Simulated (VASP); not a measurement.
Wanted: the native input for a VASP 6.6.1 run.

- Task: single point
- Functional: r2SCAN
- Potentials or basis: VASP PAW PBE potentials, release 64 (V_sv)
- Cutoff: 520 eV
- k mesh: 13 × 13 × 13
- Occupations: fermi-dirac, width 0.1 eV
- Spin: collinear spin, ferromagnetic start
- Starting moments: [2.0] μB
- Dipole correction: no
- Further INCAR settings: ALGO = Normal; EDIFF = 1e-06; NBANDS = 16

Crystal: V.

```
CELL_PARAMETERS angstrom
-1.51390 1.51390 1.51390
1.51390 -1.51390 1.51390
1.51390 1.51390 -1.51390
ATOMIC_POSITIONS crystal
V 0.00000 0.00000 0.00000
```

These files were run (other wordings do the same):

POSCAR

```
V
1.0
   -1.5139000000      1.5139000000      1.5139000000
    1.5139000000     -1.5139000000      1.5139000000
    1.5139000000      1.5139000000     -1.5139000000
V
1
Direct
    0.0000000000      0.0000000000      0.0000000000
```

INCAR.step1

```
SYSTEM = V
  ALGO = Normal
  EDIFF = 1E-4
  ENCUT = 520
  GGA = PE
  ISMEAR = -1
  ISPIN = 2
  LASPH = .TRUE.
  LCHARG = .FALSE.
  LMAXMIX = 4
  LREAL = .FALSE.
  LWAVE = .TRUE.
  MAGMOM = 2
  NBANDS = 16
  NELM = 150
  PREC = Accurate
  SIGMA = 0.1
```

INCAR.step2

```
SYSTEM = V
  ALGO = Normal
  EDIFF = 1E-6
  ENCUT = 520
  ISIF = 2
  ISMEAR = -1
  ISPIN = 2
  ISTART = 1
  LASPH = .TRUE.
  LCHARG = .FALSE.
  LMAXMIX = 4
  LMIXTAU = .TRUE.
  LORBIT = 11
  LREAL = .FALSE.
  LWAVE = .FALSE.
  MAGMOM = 2
  METAGGA = R2SCAN
  NBANDS = 16
  NELM = 150
  PREC = Accurate
  SIGMA = 0.1
```

KPOINTS

```
k-points
0
G
  13 13 13
  0 0 0
```

Potentials or basis: VASP PAW PBE potentials, release 64 (V_sv).

Launch:

```bash
$ cat potpaw_PBE.64/V_sv/POTCAR > POTCAR
$ cp INCAR.step1 INCAR
$ mpirun -np 1 vasp_std > vasp.out
$ cp INCAR.step2 INCAR
$ mpirun -np 1 vasp_std > vasp.out
```

It gave:

The pressure is -7.1 GPa, the net moment is 0.00 μB per cell and the valence electrons inside the program's atomic spheres are V 11.57.

Caveat: the PAW data sets were made with another functional, which shifts forces and pressure a little.

Run time: 110 s on 1 thread of Intel(R) Xeon(R) Platinum 8375C CPU @ 2.90GHz (Ice Lake), on a shared host, peak memory 0.15 GiB.
